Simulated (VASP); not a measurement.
# Ir (Fm-3m) in VASP: further runs

Runs on Ir. Level: LDA. Tasks: single point.

Everything below comes from runs of VASP 6.6.1. Logs are shortened: lines on timing, memory, paths and dates and some standing lists are left out, and cuts for length are marked.

**1. The cell of the first run**

Symmetry: Fm-3m, No. 225, cubic system. The conventional cell has a = 3.812 Å, b = 3.812 Å, c = 3.812 Å, α = 90.00°, β = 90.00°, γ = 90.00°. Ir (site symmetry m-3m) has 12 Ir at 2.70 Å within 3.6 Å.

**2. Single point, LDA**

File INCAR:

```
SYSTEM = Ir
ALGO = Normal
EDIFF = 1E-6
ENCUT = 560
GGA = CA
GGA_COMPAT = .FALSE.
ISIF = 2
ISMEAR = -1
LASPH = .TRUE.
LCHARG = .TRUE.
LELF = .TRUE.
LREAL = .FALSE.
LVHAR = .TRUE.
LWAVE = .FALSE.
NBANDS = 14
NELM = 120
PREC = Accurate
SIGMA = 0.1
```

File KPOINTS:

```
k-points
0
G
  11 11 11
  0 0 0
```

File POSCAR:

```
Ir
1.0
    0.0000000000      1.9060927672      1.9060927672
    1.9060927672      0.0000000000      1.9060927672
    1.9060927672      1.9060927672      0.0000000000
Ir
1
Direct
    0.0000000000      0.0000000000      0.0000000000
```

Potentials or basis: VASP PAW LDA potentials, release 64 (Ir_sv_GW).

Started as:

```
> cat potpaw_LDA.64/Ir_sv_GW/POTCAR > POTCAR
> mpirun -np 1 vasp_std > vasp.out
```

OUTCAR:

```text
SYSTEM = Ir
   EDIFF = 1E-6
   ENCUT = 560
   GGA = CA
   ISIF = 2
   ISMEAR = -1
   LASPH = .TRUE.
   LREAL = .FALSE.
   NELM = 120
   PREC = Accurate

 ion  position               nearest neighbor table
   1  0.000  0.000  0.000-

  LATTYP: Found a face centered cubic cell.
 ALAT       =     3.8121855344

  Lattice vectors:

 A1 = (   0.0000000000,   1.9060927672,   1.9060927672)
 A2 = (   1.9060927672,   0.0000000000,   1.9060927672)
 A3 = (   1.9060927672,   1.9060927672,   0.0000000000)

Analysis of symmetry for initial positions (statically):
=====================================================================
 Subroutine PRICEL returns:
 Original cell was already a primitive cell.

 Routine SETGRP: Setting up the symmetry group for a
 face centered cubic supercell.

 Subroutine GETGRP returns: Found 48 space group operations
 (whereof 48 operations were pure point group operations)
 out of a pool of 48 trial point group operations.

The static configuration has the point symmetry O_h .

Analysis of symmetry for dynamics (positions and initial velocities):
=====================================================================
 Subroutine PRICEL returns:
 Original cell was already a primitive cell.

 Routine SETGRP: Setting up the symmetry group for a
 face centered cubic supercell.

 Subroutine GETGRP returns: Found 48 space group operations
 (whereof 48 operations were pure point group operations)
 out of a pool of 48 trial point group operations.

The dynamic configuration has the point symmetry O_h .

 Subroutine INISYM returns: Found 48 space group operations
 (whereof 48 operations are pure point group operations),
 and found     1 'primitive' translations

----------------------------------------------------------------------------------------

                                     Primitive cell

  volume of cell :      13.8504

  direct lattice vectors                    reciprocal lattice vectors
     0.000000000  1.906092767  1.906092767    -0.262316719  0.262316719  0.262316719
     1.906092767  0.000000000  1.906092767     0.262316719 -0.262316719  0.262316719
     1.906092767  1.906092767  0.000000000     0.262316719  0.262316719 -0.262316719

  length of vectors
     2.695622243  2.695622243  2.695622243     0.454345884  0.454345884  0.454345884

  position of ions in fractional coordinates (direct lattice)
     0.000000000  0.000000000  0.000000000

  ion indices of the primitive-cell ions
   primitive index   ion index
                 1           1

----------------------------------------------------------------------------------------

 KPOINTS: k-points

Automatic generation of k-mesh.
 Grid dimensions read from file:
 generate k-points for:   11   11   11

 Generating k-lattice:

  Cartesian coordinates                     Fractional coordinates (reciprocal lattice)
    -0.023846974  0.023846974  0.023846974     0.090909091  0.000000000  0.000000000
     0.023846974 -0.023846974  0.023846974     0.000000000  0.090909091  0.000000000
     0.023846974  0.023846974 -0.023846974     0.000000000  0.000000000  0.090909091

  Length of vectors
     0.041304171  0.041304171  0.041304171

  Shift w.r.t. Gamma in fractional coordinates (k-lattice)
     0.000000000  0.000000000  0.000000000

 Subroutine IBZKPT returns following result:
 ===========================================

 Found     56 irreducible k-points:

 Following reciprocal coordinates:
            Coordinates               Weight
  0.000000  0.000000  0.000000      1.000000
  0.090909  0.000000  0.000000      8.000000
  0.181818  0.000000  0.000000      8.000000
  0.272727  0.000000  0.000000      8.000000
  0.363636  0.000000  0.000000      8.000000
  0.454545  0.000000  0.000000      8.000000
[... 16 lines left out ...]
 -0.272727  0.181818  0.000000     24.000000
 -0.181818  0.181818  0.000000     12.000000
 [... further k-points ...]
   k-points           NKPTS =     56   k-points in BZ     NKDIM =     56   number of bands    NBANDS=     14
   number of dos      NEDOS =    301   number of ions     NIONS =      1
   total plane-waves  NPLWV =  13824
   dimension x,y,z NGX =    24 NGY =   24 NGZ =   24
   dimension x,y,z NGXF=    48 NGYF=   48 NGZF=   48
   ions per type =               1
   NGX,Y,Z   is equivalent  to a cutoff of  14.80, 14.80, 14.80 a.u.
   NGXF,Y,Z  is equivalent  to a cutoff of  29.60, 29.60, 29.60 a.u.
 SYSTEM =  Ir
   PREC   = accura    normal or accurate (medium, high low for compatibility)
   ISTART =      0    job   : 0-new  1-cont  2-samecut
   ICHARG =      2    charge: 1-file 2-atom 10-const
   ISPIN  =      1    spin polarized calculation?
   LNONCOLLINEAR =      F non collinear calculations
   LSORBIT =      F    spin-orbit coupling
   LASPH  =      T    aspherical Exc in radial PAW
   ENCUT  =  560.0 eV  41.16 Ry    6.42 a.u.   5.20  5.20  5.20*2*pi/ulx,y,z
   NELM   =    120;   NELMIN=  2; NELMDL= -5     # of ELM steps
   EDIFF  = 0.1E-05   stopping-criterion for ELM
   LREAL  =      F    real-space projection
   EDIFFG = 0.1E-04   stopping-criterion for IOM
   NSW    =      0    number of steps for IOM
   IBRION =     -1    ionic relax: 0-MD 1-quasi-New 2-CG
   NFREE  =      0    steps in history (QN), initial steepest desc. (CG)
   ISIF   =      2    stress and relaxation
   ISYM   =      2    0-nonsym 1-usesym 2-fastsym
   POTIM  = 0.5000    time-step for ionic-motion
   TEBEG  =    0.0;   TEEND  =   0.0 temperature during run
   PSTRESS=    0.0 pullay stress
   NELECT =      17.0000    total number of electrons
   NUPDOWN=      -1.0000    fix difference up-down
   EMIN   =  10.00;   EMAX   =-10.00  energy-range for DOS
   EFERMI =   0.00;   METHOD = LEGACY
   ISMEAR =    -1;   SIGMA  =   0.10  broadening in eV -4-tet -1-fermi 0-gaus
   EFERMI_NEDOS =   21; number of points for ismear=-14 and -15
   IALGO  =     38    algorithm
   IMIX   =      4    mixing-type and parameters
     AMIX     =   0.40;   BMIX     =  1.00
     AMIX_MAG =   1.60;   BMIX_MAG =  1.00
  volume/ion in A,a.u.               =      13.85        93.47
  Fermi-wavevector in a.u.,A,eV,Ry     =   1.752819  3.312348 41.802199  3.072375
  Thomas-Fermi vector in A             =   2.823075
   LORBIT       =      0    0 simple, 1 ext, 2 COOP (PROOUT), +10 PAW based schemes
   GGA     = CA    functional components
   LHFCALC =     F    Hartree Fock is set to
   AEXX    =    0.0000 exact exchange contribution
   IVDW    =     0    specifies the selected vdW correction
   LEPSILON=     F    determine dielectric tensor
   LRPA    =     F    only Hartree local field effects (RPA)
 non-spin polarized calculation
  energy-cutoff  :      560.00
  volume of cell :       13.85
 maximum number of plane-waves:       428
 NGX is ok and might be reduce to    24
   NGX = 11   NGY = 11   NGZ = 11

 number of electron      17.0000000 magnetization

 Free energy of the ion-electron system (eV)
  ---------------------------------------------------
  ext. energy  EPLUGINS =         0.00000000
  ---------------------------------------------------
  free energy    TOTEN  =       -10.89900368 eV

  energy without entropy =      -10.85783473  energy(sigma->0) =      -10.87841921

 E-fermi :  13.0112     XC(G=0): -14.9203

 val. band max:       12.9987626205   @ k =   0.2727   0.2727   0.0000
 cond. band min:      13.0238830126   @ k =   0.3636   0.2727   0.0000
 fundamental gap:      0.0251203921
 Fermi energy:        13.0112187399

 k-point     1 :       0.0000    0.0000    0.0000
  band No.  band energies     occupation
      1     -79.5288      2.00000
      2     -36.1700      2.00000
      3     -36.1700      2.00000
      4     -36.1700      2.00000
      5       1.7623      2.00000
      6       9.0392      2.00000
      7       9.0392      2.00000
      8       9.0392      2.00000
      9      11.8536      1.99998
     10      11.8536      1.99998
     11      26.6581      0.00000
     12      32.2520      0.00000
     13      32.2520      0.00000
     14      32.2520      0.00000

 k-point     2 :       0.0909    0.0000    0.0000
  band No.  band energies     occupation
      1     -79.5232      2.00000
      2     -36.2417      2.00000
      3     -36.1797      2.00000
      4     -36.1797      2.00000
      5       2.1366      2.00000
      6       8.8455      2.00000
      7       9.1958      2.00000
      8       9.1958      2.00000
      9      11.7540      1.99999
     10      11.7540      1.99999
     11      27.3042      0.00000
     12      30.8033      0.00000
     13      32.8875      0.00000
     14      32.8875      0.00000

 k-point     3 :       0.1818    0.0000    0.0000
  band No.  band energies     occupation
      1     -79.5070      2.00000
      2     -36.4291      2.00000
      3     -36.2055      2.00000
      4     -36.2055      2.00000
      5       3.1339      2.00000
      6       8.5009      2.00000
      7       9.4818      2.00000
      8       9.4818      2.00000
      9      11.6992      2.00000
     10      11.6992      2.00000
     11      28.2062      0.00000
     12      29.0732      0.00000
     13      34.6645      0.00000
     14      34.6645      0.00000
[... 324 lines left out ...]
 k-point    23 :      -0.2727    0.1818    0.0000
  band No.  band energies     occupation
      1     -79.4620      2.00000
      2     -36.7917      2.00000
      3     -36.4515      2.00000
      4     -36.2701      2.00000
      5       5.9077      2.00000
      6       8.2012      2.00000
      7       8.7115      2.00000
      8      10.1527      2.00000
      9      11.6497      2.00000
     10      15.2497      0.00000
     11      24.9609      0.00000
     12      29.1755      0.00000
     13      30.4502      0.00000
     14      35.2173      0.00000

 k-point    24 :      -0.1818    0.1818    0.0000
  band No.  band energies     occupation
      1     -79.4796      2.00000
      2     -36.6493      2.00000
      3     -36.3745      2.00000
      4     -36.2313      2.00000
      5       5.0200      2.00000
      6       7.8487      2.00000
      7       9.2260      2.00000
      8      10.5084      2.00000
      9      10.5849      2.00000
     10      13.7786      0.00093
     11      27.1805      0.00000
     12      30.4641      0.00000
     13      32.2612      0.00000
     14      32.9383      0.00000

 [... further k-points ...]

------------------------ aborting loop because EDIFF is reached ----------------------------------------

  FORCE on cell =-STRESS in cart. coord.  units (eV):
  Direction    XX          YY          ZZ          XY          YZ          ZX
  --------------------------------------------------------------------------------------
  -------------------------------------------------------------------------------------
  Total        0.0076230      0.0076230      0.0076230      0.0000000      0.0000000      0.0000000
  in kB        0.8818074      0.8818074      0.8818074      0.0000000      0.0000000      0.0000000
  external PRESSURE =       0.8818074 kB  Pullay stress =       0.0000000 kB

 VOLUME and BASIS-vectors are now :
 -----------------------------------------------------------------------------
  energy-cutoff  :      560.00
  volume of cell :       13.85
      direct lattice vectors                 reciprocal lattice vectors
     0.000000000  1.906092767  1.906092767    -0.262316719  0.262316719  0.262316719
     1.906092767  0.000000000  1.906092767     0.262316719 -0.262316719  0.262316719
     1.906092767  1.906092767  0.000000000     0.262316719  0.262316719 -0.262316719

 POSITION                                       TOTAL-FORCE (eV/Angst)
 -----------------------------------------------------------------------------------
      0.00000      0.00000      0.00000         0.000000      0.000000      0.000000
 -----------------------------------------------------------------------------------
    total drift:                               -0.000000      0.000000      0.000000

  FREE ENERGIE OF THE ION-ELECTRON SYSTEM (eV)
  ---------------------------------------------------
  free  energy   TOTEN  =       -10.8990036835 eV

  energy  without entropy=      -10.8578347289  energy(sigma->0) =      -10.87841921
```

Run time: 5.3 s. Hardware: 1 thread of Intel Xeon 6975P-C (Granite Rapids), shared host; peak memory 0.13 GiB.

Results:

```
Free energy            : -10.8990 eV
Pressure               : 0.1 GPa
Band gap on the k mesh : zero (an odd number of electrons rules out a gap without spin polarisation)
```

Caveat: spin-orbit coupling is left out, which moves the levels of the heavy elements.

(Part 1 of 4 ends here.)

The gap in the log of VASP goes by the Fermi energy; the results here count the filled bands.